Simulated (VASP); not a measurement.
Set up this calculation in VASP 6.6.1, as the native input.

| Quantity | Value |
| --- | --- |
| Task | single point |
| Functional | PBE |
| Dispersion | D3(BJ) |
| Potentials or basis | VASP PAW PBE potentials, release 64 (Rh_pv) |
| Cutoff | 520 eV |
| k mesh | 4 × 4 × 1 |
| Occupations | gaussian, width 0.1 eV |
| Spin | no spin polarisation |
| Dipole correction | yes |
| Further INCAR settings | LREAL = Auto; ALGO = Fast; EDIFF = 1e-07; NBANDS = 134 |

The structure of Rh lies in POSCAR:

```
Rh
1.0
    5.3647950069      0.0000000000      0.0000000000
    0.0000000000      5.3647950069      0.0000000000
    0.0000000000      0.0000000000     24.2820243936
Rh
16
Direct
    0.2500000000      0.2500000000      0.3294618220
    0.2500000000      0.7500000000      0.3294618220
    0.7500000000      0.2500000000      0.3294618220
    0.7500000000      0.7500000000      0.3294618220
    0.5000000000      0.5000000000      0.4075748094
    0.5000000000      0.0000000000      0.4075748094
    0.0000000000      0.5000000000      0.4075748094
    0.0000000000      0.0000000000      0.4075748094
    0.7501319952      0.7499857911      0.4863345400
    0.7499993132      0.2499840374      0.4860757988
    0.2501607809      0.7499889439      0.4863758773
    0.2504044716      0.2499827475      0.4860949225
    0.0003849124      0.0025178863      0.5651859102
    0.0003953269      0.4974525452      0.5651970882
    0.5004626720     -0.0011913449      0.5621545447
    0.5004636148      0.5011629855      0.5621559766
```

These files were run (other wordings do the same):

INCAR

```
SYSTEM = Rh
PREC = Accurate
ENCUT = 520
EDIFF = 1E-7
ISMEAR = 0
SIGMA = 0.1
LREAL = Auto
LASPH = .TRUE.
NELM = 100
ALGO = Fast
ISIF = 2
LWAVE = .FALSE.
LCHARG = .TRUE.
LDIPOL = .TRUE.
IDIPOL = 3
DIPOL = 0.5 0.5 0.447
GGA = PE
IVDW = 12
LELF = .TRUE.
LVHAR = .TRUE.
LVACPOTAV = .TRUE.
NBANDS = 134
```

KPOINTS

```
regular mesh
0
G
  4 4 1
  0 0 0
```

Potentials or basis: VASP PAW PBE potentials, release 64 (Rh_pv).

Command:

```sh
$ cat potpaw_PBE.64/Rh_pv/POTCAR > POTCAR
$ mpirun -np 1 vasp_std > vasp.out
```

It gave:

```yaml
Largest_force: 0.486 eV/Å
Band_gap_on_the_k_mesh: zero (bands 120 and 121 overlap by 0.81 eV)
Dispersion_energy_per_atom: -0.455 eV
```

Run time: 59 min on 1 thread of Oxide Virtual Turin-like Processor (shared host), peak memory 0.92 GiB.
